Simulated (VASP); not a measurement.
# ZnSe (F-43m) in VASP: notebook, part 2 of 2

VASP 6.6.1. Earlier steps stand in the parts before.

**3. Single point, PBE (volume scaled by 1.03)**

The input, INCAR:

```
PREC = Accurate
ENCUT = 520
EDIFF = 1E-6
ISMEAR = 0
SIGMA = 0.02
LREAL = F
LASPH = T
NELM = 60
ALGO = Normal
ISIF = 2
LWAVE = F
LCHARG = F
GGA = PE
NBANDS = 16
```

The input, KPOINTS:

```
regular mesh
0
Gamma
  8 8 8
```

The input, POSCAR:

```
ZnSe
1.0
    0.0000000000      2.8942974353      2.8942974353
    2.8942974353      0.0000000000      2.8942974353
    2.8942974353      2.8942974353      0.0000000000
Zn Se
1 1
Direct
    0.0000000000      0.0000000000      0.0000000000
    0.2500000000      0.2500000000      0.2500000000
```

Potentials or basis: VASP PAW PBE potentials, release 64 (Zn, Se).

The run is started by

```bash
> cat potpaw_PBE.64/Zn/POTCAR potpaw_PBE.64/Se/POTCAR > POTCAR
> mpirun -np 1 vasp_std > vasp.out
```

OUTCAR:

```text
PREC = Accurate
   ENCUT = 520
   EDIFF = 1E-6
   ISMEAR = 0
   LREAL = F
   LASPH = T
   NELM = 60
   ISIF = 2
   GGA = PE

 ion  position               nearest neighbor table
   1  0.000  0.000  0.000-   2 2.51   2 2.51   2 2.51   2 2.51
   2  0.250  0.250  0.250-   1 2.51   1 2.51   1 2.51   1 2.51

  LATTYP: Found a face centered cubic cell.
 ALAT       =     5.7885948706

  Lattice vectors:

 A1 = (   0.0000000000,   2.8942974353,   2.8942974353)
 A2 = (   2.8942974353,   0.0000000000,   2.8942974353)
 A3 = (   2.8942974353,   2.8942974353,   0.0000000000)

Analysis of symmetry for initial positions (statically):
=====================================================================
 Subroutine PRICEL returns:
 Original cell was already a primitive cell.

 Routine SETGRP: Setting up the symmetry group for a
 face centered cubic supercell.

 Subroutine GETGRP returns: Found 24 space group operations
 (whereof 24 operations were pure point group operations)
 out of a pool of 48 trial point group operations.

The static configuration has the point symmetry T_d .

Analysis of symmetry for dynamics (positions and initial velocities):
=====================================================================
 Subroutine PRICEL returns:
 Original cell was already a primitive cell.

 Routine SETGRP: Setting up the symmetry group for a
 face centered cubic supercell.

 Subroutine GETGRP returns: Found 24 space group operations
 (whereof 24 operations were pure point group operations)
 out of a pool of 48 trial point group operations.

The dynamic configuration has the point symmetry T_d .

 Subroutine INISYM returns: Found 24 space group operations
 (whereof 24 operations are pure point group operations),
 and found     1 'primitive' translations

----------------------------------------------------------------------------------------

                                     Primitive cell

  volume of cell :      48.4908

  direct lattice vectors                    reciprocal lattice vectors
     0.000000000  2.894297435  2.894297435    -0.172753496  0.172753496  0.172753496
     2.894297435  0.000000000  2.894297435     0.172753496 -0.172753496  0.172753496
     2.894297435  2.894297435  0.000000000     0.172753496  0.172753496 -0.172753496

  length of vectors
     4.093154687  4.093154687  4.093154687     0.299217832  0.299217832  0.299217832

  position of ions in fractional coordinates (direct lattice)
     0.000000000  0.000000000  0.000000000
     0.250000000  0.250000000  0.250000000

  ion indices of the primitive-cell ions
   primitive index   ion index
                 1           1
                 2           2

----------------------------------------------------------------------------------------

 KPOINTS: regular mesh

Automatic generation of k-mesh.
 Grid dimensions read from file:
 generate k-points for:    8    8    8

 Generating k-lattice:

  Cartesian coordinates                     Fractional coordinates (reciprocal lattice)
    -0.021594187  0.021594187  0.021594187     0.125000000  0.000000000  0.000000000
     0.021594187 -0.021594187  0.021594187     0.000000000  0.125000000  0.000000000
     0.021594187  0.021594187 -0.021594187     0.000000000  0.000000000  0.125000000

  Length of vectors
     0.037402229  0.037402229  0.037402229

  Shift w.r.t. Gamma in fractional coordinates (k-lattice)
     0.000000000  0.000000000  0.000000000

 Subroutine IBZKPT returns following result:
 ===========================================

 Found     29 irreducible k-points:

 Following reciprocal coordinates:
            Coordinates               Weight
  0.000000  0.000000  0.000000      1.000000
  0.125000  0.000000  0.000000      8.000000
  0.250000  0.000000  0.000000      8.000000
  0.375000  0.000000  0.000000      8.000000
  0.500000  0.000000  0.000000      4.000000
  0.125000  0.125000  0.000000      6.000000
[... 16 lines left out ...]
  0.500000  0.250000  0.125000     48.000000
 -0.375000  0.250000  0.125000     24.000000
 [... further k-points ...]
   k-points           NKPTS =     29   k-points in BZ     NKDIM =     29   number of bands    NBANDS=     16
   number of dos      NEDOS =    301   number of ions     NIONS =      2
   total plane-waves  NPLWV =  27000
   dimension x,y,z NGX =    30 NGY =   30 NGZ =   30
   dimension x,y,z NGXF=    60 NGYF=   60 NGZF=   60
   ions per type =               1   1
   NGX,Y,Z   is equivalent  to a cutoff of  12.18, 12.18, 12.18 a.u.
   NGXF,Y,Z  is equivalent  to a cutoff of  24.37, 24.37, 24.37 a.u.
 SYSTEM =  unknown system
   PREC   = accura    normal or accurate (medium, high low for compatibility)
   ISTART =      0    job   : 0-new  1-cont  2-samecut
   ICHARG =      2    charge: 1-file 2-atom 10-const
   ISPIN  =      1    spin polarized calculation?
   LNONCOLLINEAR =      F non collinear calculations
   LSORBIT =      F    spin-orbit coupling
   LASPH  =      T    aspherical Exc in radial PAW
   ENCUT  =  520.0 eV  38.22 Ry    6.18 a.u.   7.61  7.61  7.61*2*pi/ulx,y,z
   NELM   =     60;   NELMIN=  2; NELMDL= -5     # of ELM steps
   EDIFF  = 0.1E-05   stopping-criterion for ELM
   LREAL  =      F    real-space projection
   EDIFFG = 0.1E-04   stopping-criterion for IOM
   NSW    =      0    number of steps for IOM
   IBRION =     -1    ionic relax: 0-MD 1-quasi-New 2-CG
   NFREE  =      0    steps in history (QN), initial steepest desc. (CG)
   ISIF   =      2    stress and relaxation
   ISYM   =      2    0-nonsym 1-usesym 2-fastsym
   POTIM  = 0.5000    time-step for ionic-motion
   TEBEG  =    0.0;   TEEND  =   0.0 temperature during run
   PSTRESS=    0.0 pullay stress
   NELECT =      18.0000    total number of electrons
   NUPDOWN=      -1.0000    fix difference up-down
   EMIN   =  10.00;   EMAX   =-10.00  energy-range for DOS
   EFERMI =   0.00;   METHOD = LEGACY
   ISMEAR =     0;   SIGMA  =   0.02  broadening in eV -4-tet -1-fermi 0-gaus
   EFERMI_NEDOS =   21; number of points for ismear=-14 and -15
   IALGO  =     38    algorithm
   IMIX   =      4    mixing-type and parameters
     AMIX     =   0.40;   BMIX     =  1.00
     AMIX_MAG =   1.60;   BMIX_MAG =  1.00
  volume/ion in A,a.u.               =      24.25       163.62
  Fermi-wavevector in a.u.,A,eV,Ry     =   1.176556  2.223368 18.834319  1.384283
  Thomas-Fermi vector in A             =   2.312918
   LORBIT       =      0    0 simple, 1 ext, 2 COOP (PROOUT), +10 PAW based schemes
   GGA     = PE    functional components
   LHFCALC =     F    Hartree Fock is set to
   AEXX    =    0.0000 exact exchange contribution
   IVDW    =     0    specifies the selected vdW correction
   LEPSILON=     F    determine dielectric tensor
   LRPA    =     F    only Hartree local field effects (RPA)
 non-spin polarized calculation
 Gauss-broadening in eV      SIGMA  =   0.02
  energy-cutoff  :      520.00
  volume of cell :       48.49
 maximum number of plane-waves:      1323
   NGX = 15   NGY = 15   NGZ = 15

 number of electron      18.0000001 magnetization

 Free energy of the ion-electron system (eV)
  ---------------------------------------------------
  ext. energy  EPLUGINS =         0.00000000
  ---------------------------------------------------
  free energy    TOTEN  =        -6.02725457 eV

  energy without entropy =       -6.02725457  energy(sigma->0) =       -6.02725457

 E-fermi :   1.2360     XC(G=0):  -9.0353

 val. band max:        1.0903645139   @ k =   0.0000   0.0000   0.0000
 cond. band min:       2.1313372367   @ k =   0.0000   0.0000   0.0000
 fundamental gap:      1.0409727228
 Fermi energy:         1.2359633438

 k-point     1 :       0.0000    0.0000    0.0000
  band No.  band energies     occupation
      1     -11.7830      2.00000
      2      -5.2455      2.00000
      3      -5.2455      2.00000
      4      -5.2455      2.00000
      5      -4.9306      2.00000
      6      -4.9306      2.00000
[... 8 lines left out ...]
     15      12.4169      0.00000
     16      12.4169      0.00000
[... 419 lines left out ...]
 k-point    24 :      -0.3750    0.2500    0.1250
  band No.  band energies     occupation
      1     -10.9836      2.00000
      2      -5.1518      2.00000
      3      -5.1237      2.00000
      4      -4.9540      2.00000
      5      -4.9238      2.00000
      6      -4.7497      2.00000
[... 8 lines left out ...]
     15      13.5988      0.00000
     16      14.3738      0.00000

 [... further k-points ...]

------------------------ aborting loop because EDIFF is reached ----------------------------------------

  FORCE on cell =-STRESS in cart. coord.  units (eV):
  Direction    XX          YY          ZZ          XY          YZ          ZX
  --------------------------------------------------------------------------------------
  -------------------------------------------------------------------------------------
  Total       -0.4088899     -0.4088899     -0.4088899      0.0000000      0.0000000      0.0000000
  in kB      -13.5100667    -13.5100667    -13.5100667      0.0000000      0.0000000      0.0000000
  external PRESSURE =     -13.5100667 kB  Pullay stress =       0.0000000 kB

 VOLUME and BASIS-vectors are now :
 -----------------------------------------------------------------------------
  energy-cutoff  :      520.00
  volume of cell :       48.49
      direct lattice vectors                 reciprocal lattice vectors
     0.000000000  2.894297435  2.894297435    -0.172753496  0.172753496  0.172753496
     2.894297435  0.000000000  2.894297435     0.172753496 -0.172753496  0.172753496
     2.894297435  2.894297435  0.000000000     0.172753496  0.172753496 -0.172753496

 POSITION                                       TOTAL-FORCE (eV/Angst)
 -----------------------------------------------------------------------------------
      0.00000      0.00000      0.00000         0.000000      0.000000      0.000000
      1.44715      1.44715      1.44715        -0.000000     -0.000000     -0.000000
 -----------------------------------------------------------------------------------
    total drift:                               -0.000001     -0.000001     -0.000001

  FREE ENERGIE OF THE ION-ELECTRON SYSTEM (eV)
  ---------------------------------------------------
  free  energy   TOTEN  =        -6.0272545711 eV

  energy  without entropy=       -6.0272545711  energy(sigma->0) =       -6.02725457
```

stdout:

```text
POSCAR found type information on POSCAR ZnSe
 POSCAR found :  2 types and       2 ions
 scaLAPACK will be used
 LDA part: xc-table for (Slater+PW92), standard interpolation
 POSCAR, INCAR and KPOINTS ok, starting setup
 FFT: planning ... GRIDC
 FFT: planning ... GRID_SOFT
 FFT: planning ... GRID
 WAVECAR not read
 entering main loop
```

Wall time 31 s (1 thread of AMD EPYC 7R13, shared host); peak memory 0.15 GiB.

What came out:

```yaml
Free_energy: -6.0273 eV
Pressure: -1.4 GPa
Band_gap_on_the_k_mesh: 1.04 eV, direct
```

**4. Single point, PBE (volume scaled by 1.06)**

The input, INCAR:

```
SYSTEM = ZnSe
PREC = Accurate
ENCUT = 520
EDIFF = 1E-6
ISMEAR = 0
SIGMA = 0.02
LREAL = .False.
LASPH = .True.
NELM = 100
ALGO = Normal
ISIF = 2
LWAVE = .False.
LCHARG = .False.
GGA = PE
NBANDS = 16
```

The input, KPOINTS:

```
regular mesh
0
Gamma
  8 8 8
  0 0 0
```

The input, POSCAR:

```
ZnSe
1.0
    0.0000000000      2.9221289257      2.9221289257
    2.9221289257      0.0000000000      2.9221289257
    2.9221289257      2.9221289257      0.0000000000
Zn Se
1 1
Direct
    0.0000000000      0.0000000000      0.0000000000
    0.2500000000      0.2500000000      0.2500000000
```

Potentials or basis: VASP PAW PBE potentials, release 64 (Zn, Se).

The run is started by

```bash
> cat potpaw_PBE.64/Zn/POTCAR potpaw_PBE.64/Se/POTCAR > POTCAR
> mpirun -np 1 vasp_std > vasp.out
```

OUTCAR:

```text
SYSTEM = ZnSe
   PREC = Accurate
   ENCUT = 520
   EDIFF = 1E-6
   ISMEAR = 0
   LREAL = .False.
   LASPH = .True.
   NELM = 100
   ISIF = 2
   GGA = PE

 ion  position               nearest neighbor table
   1  0.000  0.000  0.000-   2 2.53   2 2.53   2 2.53   2 2.53
   2  0.250  0.250  0.250-   1 2.53   1 2.53   1 2.53   1 2.53

  LATTYP: Found a face centered cubic cell.
 ALAT       =     5.8442578514

  Lattice vectors:

 A1 = (   0.0000000000,   2.9221289257,   2.9221289257)
 A2 = (   2.9221289257,   0.0000000000,   2.9221289257)
 A3 = (   2.9221289257,   2.9221289257,   0.0000000000)

Analysis of symmetry for initial positions (statically):
=====================================================================
 Subroutine PRICEL returns:
 Original cell was already a primitive cell.

 Routine SETGRP: Setting up the symmetry group for a
 face centered cubic supercell.

 Subroutine GETGRP returns: Found 24 space group operations
 (whereof 24 operations were pure point group operations)
 out of a pool of 48 trial point group operations.

The static configuration has the point symmetry T_d .

Analysis of symmetry for dynamics (positions and initial velocities):
[... 162 lines left out ...]
 cond. band min:       1.7994555033   @ k =   0.0000   0.0000   0.0000
 fundamental gap:      0.9325885543
 Fermi energy:         0.9787922180

 k-point     1 :       0.0000    0.0000    0.0000
  band No.  band energies     occupation
      1     -11.8454      2.00000
      2      -5.3869      2.00000
      3      -5.3869      2.00000
      4      -5.3869      2.00000
      5      -5.0951      2.00000
      6      -5.0951      2.00000
[... 433 lines left out ...]
      3      -5.2733      2.00000
      4      -5.1155      2.00000
      5      -5.0884      2.00000
      6      -4.9261      2.00000
[... 8 lines left out ...]
     15      13.2612      0.00000
     16      14.0244      0.00000

 [... further k-points ...]

------------------------ aborting loop because EDIFF is reached ----------------------------------------

  FORCE on cell =-STRESS in cart. coord.  units (eV):
  Direction    XX          YY          ZZ          XY          YZ          ZX
  --------------------------------------------------------------------------------------
  -------------------------------------------------------------------------------------
  Total       -0.8417918     -0.8417918     -0.8417918      0.0000000      0.0000000      0.0000000
  in kB      -27.0263335    -27.0263335    -27.0263335      0.0000000      0.0000000      0.0000000
  external PRESSURE =     -27.0263335 kB  Pullay stress =       0.0000000 kB

 VOLUME and BASIS-vectors are now :
 -----------------------------------------------------------------------------
  energy-cutoff  :      520.00
  volume of cell :       49.90
      direct lattice vectors                 reciprocal lattice vectors
     0.000000000  2.922128926  2.922128926    -0.171108124  0.171108124  0.171108124
     2.922128926  0.000000000  2.922128926     0.171108124 -0.171108124  0.171108124
     2.922128926  2.922128926  0.000000000     0.171108124  0.171108124 -0.171108124

 POSITION                                       TOTAL-FORCE (eV/Angst)
 -----------------------------------------------------------------------------------
      0.00000      0.00000      0.00000         0.000000     -0.000000     -0.000000
      1.46106      1.46106      1.46106        -0.000000      0.000000      0.000000
 -----------------------------------------------------------------------------------
    total drift:                               -0.000000     -0.000000     -0.000000

  FREE ENERGIE OF THE ION-ELECTRON SYSTEM (eV)
  ---------------------------------------------------
  free  energy   TOTEN  =        -6.0091441302 eV

  energy  without entropy=       -6.0091441302  energy(sigma->0) =       -6.00914413
```

stdout:

```text
POSCAR found type information on POSCAR ZnSe
 POSCAR found :  2 types and       2 ions
 scaLAPACK will be used
 LDA part: xc-table for (Slater+PW92), standard interpolation
 POSCAR, INCAR and KPOINTS ok, starting setup
 FFT: planning ... GRIDC
 FFT: planning ... GRID_SOFT
 FFT: planning ... GRID
 WAVECAR not read
 entering main loop
```

It took 36 s on 1 thread of AMD EPYC 7R13, shared host; peak memory 0.15 GiB.

What came out:

```yaml
Free_energy: -6.0091 eV
Pressure: -2.7 GPa
Band_gap_on_the_k_mesh: 0.93 eV, direct
```

**5. The runs side by side**

| cell | gap on the mesh (eV) | pressure (GPa) |
| --- | --- | --- |
| a = 4.012 Å, angles 60.0°, 2 atoms | 1.28 | 2.1 |
| a = 4.093 Å, angles 60.0°, 2 atoms | 1.04 | -1.4 |
| a = 4.133 Å, angles 60.0°, 2 atoms | 0.93 | -2.7 |

Alike in all rows: task single point; level PBE; potentials or basis VASP PAW PBE potentials, release 64 (Zn, Se); no spin polarisation; k mesh 8 × 8 × 8; cutoff (eV) 520; smearing gaussian 0.02 eV.

Total energies depend on the potentials used, so only differences within one code and one set of settings carry meaning.
